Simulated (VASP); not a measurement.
TePb: single point with BLYP

TePb:

```xyz
2
Lattice="4.0023 0.0000 0.0000 0.0000 4.0023 0.0000 0.0000 0.0000 4.0023" Properties=species:S:1:pos:R:3 pbc="T T T"
Pb    0.0000    0.0000    0.0000
Te    2.0011    2.0011    2.0011
```

```json
{
  "Program": "VASP 6.6.1",
  "Task": "single point",
  "Functional": "BLYP",
  "Potentials or basis": "VASP PAW PBE potentials, release 64 (Pb_d, Te)",
  "Cutoff": "520 eV",
  "k mesh": "7 × 7 × 7",
  "Occupations": "fermi-dirac, width 0.05 eV",
  "Spin": "no spin polarisation",
  "Dipole correction": "no",
  "Further INCAR settings": "ALGO = Normal; EDIFF = 1e-06; NBANDS = 17"
}
```

```yaml
Pressure: 3.8 GPa
Band_gap_on_the_k_mesh: zero (bands 10 and 11 overlap by 0.70 eV)
```

Levels at points of the mesh, in eV from the Fermi level:
| k point | band 8 | band 9 | band 10 | band 11 | band 12 | band 13 |
| --- | --- | --- | --- | --- | --- | --- |
| (0.00, 0.00, 0.00) | -1.57 | -1.57 | -1.57 | 4.34 | 4.34 | 5.07 |

Wall time 52 s on 1 thread of Intel Xeon 8259CL (shared host), peak memory 0.18 GiB.

Caveat: the cell stands under pressure; semilocal functionals underestimate gaps, so a narrow gap can read as zero; the PAW data sets were made with another functional, which shifts forces and pressure a little; spin-orbit coupling is left out, which moves the levels of the heavy elements.
